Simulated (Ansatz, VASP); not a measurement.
# Cu: VASP beside Ansatz

```
Cu
1.0
    -1.53969    1.53969    1.33276
     1.53969   -1.53969    1.33276
     1.53969    1.53969   -1.33276
Cu
1
Direct
  0.00000 0.00000 0.00000
```

Alike in both runs: task single point; functional PBE; k mesh 24 × 24 × 24; occupations gaussian, width 0.15 eV; no spin polarisation.

```csv
,VASP,Ansatz
version,VASP 6.6.1,Ansatz 0.2.0
potentials or method,"VASP PAW PBE potentials, release 64 (Cu), cutoff 520 eV","scalar-relativistic, plane waves, PAW"
valence electrons in the cell,11,19
```

|  | VASP | Ansatz | Ansatz less VASP |
| --- | --- | --- | --- |
| gap on the k mesh at the Fermi level (eV) | none | none | - |
| pressure (GPa) | -5.0 | -5.8 | -0.88 |
| traceless stress, the component that is largest in VASP (GPa) | 1.14 | 1.13 | -0.005 |

A gap of «none» marks a metal or a gap that the smearing closes. The functional is the same, so the differences come from potentials, cutoffs and numerics. VASP's potentials hold 11 valence electrons a cell and Ansatz's 19, so a difference there can come from the potentials and not from the codes.
